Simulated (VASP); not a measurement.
A run of VASP 6.6.1:

INCAR

```
ALGO = Normal ; EDIFF = 1E-7
ENCUT = 520 ; GGA = PE
ISIF = 2 ; ISMEAR = -1
LASPH = T ; LCHARG = F
LREAL = F ; LWAVE = F
NBANDS = 10 ; NELM = 80
PREC = Accurate ; SIGMA = 0.1
```

Contents of KPOINTS:

```
k-points
0
Gamma
  10 10 10
```

POSCAR

```
Cs
1.0
    5.0344804847      0.0000000000      0.0000000000
    0.0000000000      5.0344804847      0.0000000000
    0.0000000000      0.0000000000      5.0344804847
Cs
1
Direct
    0.0000000000      0.0000000000      0.0000000000
```

Potentials or basis: VASP PAW PBE potentials, release 64 (Cs_sv).

Run with:

```console
$ cat potpaw_PBE.64/Cs_sv/POTCAR > POTCAR
$ mpirun -np 1 vasp_std > vasp.out
```

Hardware: 1 thread of Intel(R) Xeon(R) 6975P-C (Granite Rapids), with other jobs on the host.

Task: Estimate the wall time of this run.

Result: It took 30 s on 1 thread of Intel(R) Xeon(R) 6975P-C (Granite Rapids) (shared host), peak memory 0.26 GiB. Counts: scf iterations 13, k points 56.
